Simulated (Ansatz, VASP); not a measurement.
**One calculation of TaN, two programs**

```
Ta N
1.0
     2.93800    0.00000    0.00000
    -1.46900    2.54438    0.00000
     0.00000    0.00000    2.88300
Ta N
1 1
Direct
  0.33333 0.66667 0.50000
  0.00000 0.00000 0.00000
```

Alike in both runs: task relaxation of cell and atoms; functional LDA; k mesh 7 × 7 × 7; occupations fermi-dirac, width 0.05 eV; no spin polarisation.

```csv
,VASP,Ansatz
version,VASP 6.6.1,Ansatz 0.2.0
potentials or method,"VASP PAW LDA potentials, release 64 (Ta_pv, N)",Ansatz PAW
plane-wave cutoff (eV),600,420
valence electrons in the cell,16,18
```

|  | VASP | Ansatz | Ansatz less VASP |
| --- | --- | --- | --- |
| gap on the k mesh at the Fermi level, each at its own relaxed structure (eV) | none | none | - |
| relaxed volume (Å³/atom) | 10.49 | 10.43 | -0.054 |
| relaxed cell length with the largest relative difference (Å) | 2.913 | 2.908 | -0.0052 |

LDA's correlation is that of Perdew and Zunger in VASP and of Perdew and Wang (1992) in Ansatz. A gap of «none» marks a metal or a gap that the smearing closes. VASP's potentials hold 16 valence electrons a cell and Ansatz's 18, so a difference there can come from the potentials and not from the codes.

Spin-orbit coupling is off throughout. Noted on Ansatz's run: the plane-wave basis is chosen anew once the cell has moved, so the energies of steps on either side of that aren't comparable.
